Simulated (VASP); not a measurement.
A run of VASP 6.6.1 is set up as follows.

POSCAR

```
Sb
1.0
    4.1051829711      0.0000000000      0.0000000000
   -2.0525914855      3.5551927401      0.0000000000
    0.0000000000      0.0000000000     26.8552477996
Sb
2
Direct
    0.3333333333      0.6666666667      0.3149797949
    0.6666666667      0.3333333333      0.3749272221
```

INCAR.step1

```
ALGO = Normal
DIPOL = 0.5 0.5 0.345
EDIFF = 1E-4
ENCUT = 520
GGA = PE
IDIPOL = 3
ISMEAR = 0
LASPH = True
LCHARG = False
LDIPOL = True
LREAL = False
LWAVE = True
NBANDS = 12
NELM = 80
PREC = Accurate
SIGMA = 0.01
```

Contents of INCAR.step2:

```
ALGO = Normal
DIPOL = 0.5 0.5 0.345
EDIFF = 1E-6
ENCUT = 520
IDIPOL = 3
ISIF = 2
ISMEAR = 0
ISTART = 1
LASPH = True
LCHARG = False
LDIPOL = True
LMIXTAU = True
LREAL = False
LWAVE = False
METAGGA = R2SCAN
NBANDS = 12
NELM = 80
PREC = Accurate
SIGMA = 0.01
```

KPOINTS

```
k-points
0
Gamma
  12 12 1
```

Potentials or basis: VASP PAW PBE potentials, release 64 (Sb).

Launch:

```sh
$ cat potpaw_PBE.64/Sb/POTCAR > POTCAR
$ cp INCAR.step1 INCAR
$ mpirun -np 1 vasp_std > vasp.out
$ cp INCAR.step2 INCAR
$ mpirun -np 1 vasp_std > vasp.out
```

(1) What does it give for the largest force?

(2) Predict the band gap on the k mesh.

Results:

(1) 0.122 eV/Å.

(2) 1.62 eV, indirect (least direct gap 2.00 eV).

Caveat: the PAW data sets were made with another functional, which shifts forces and pressure a little; spin-orbit coupling is left out, which moves the levels of the heavy elements.
